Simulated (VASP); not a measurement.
A run of VASP 6.6.1:

Contents of POSCAR:

```
GaAs
1.0
    0.0000000000      2.6915434710      2.6915434710
    2.6915434710      0.0000000000      2.6915434710
    2.6915434710      2.6915434710      0.0000000000
Ga As
1 1
Direct
    0.0000000000      0.0000000000      0.0000000000
    0.7500000000      0.7500000000      0.7500000000
```

Contents of INCAR.step1:

```
PREC = Accurate ; ENCUT = 520
ISMEAR = 0 ; SIGMA = 0.05
LREAL = F ; LASPH = T
NELM = 100 ; NBANDS = 16
GGA = PE ; ALGO = Normal
EDIFF = 1E-4 ; LWAVE = T
LCHARG = F
```

File INCAR.step2:

```
PREC = Accurate ; ENCUT = 520
EDIFF = 1E-6 ; ISMEAR = 0
SIGMA = 0.05 ; LREAL = F
LASPH = T ; NELM = 100
ALGO = Normal ; ISIF = 2
LWAVE = F ; LCHARG = F
METAGGA = R2SCAN ; LMIXTAU = T
NBANDS = 16 ; ISTART = 1
```

The input KPOINTS:

```
Automatic mesh
0
Gamma
  8 8 8
```

Potentials or basis: VASP PAW PBE potentials, release 64 (Ga_d, As).

Launch:

```bash
$ cat potpaw_PBE.64/Ga_d/POTCAR potpaw_PBE.64/As/POTCAR > POTCAR
$ cp INCAR.step1 INCAR
$ mpirun -np 1 vasp_std > vasp.out
$ cp INCAR.step2 INCAR
$ mpirun -np 1 vasp_std > vasp.out
```

Hardware: 1 thread of Intel Xeon 6975P-C, with other jobs on the host.

Q: How long does it take, and how much memory?

A: Wall time 47 s on 1 thread of Intel Xeon 6975P-C (shared host), peak memory 0.17 GiB. Counts: k points 29.
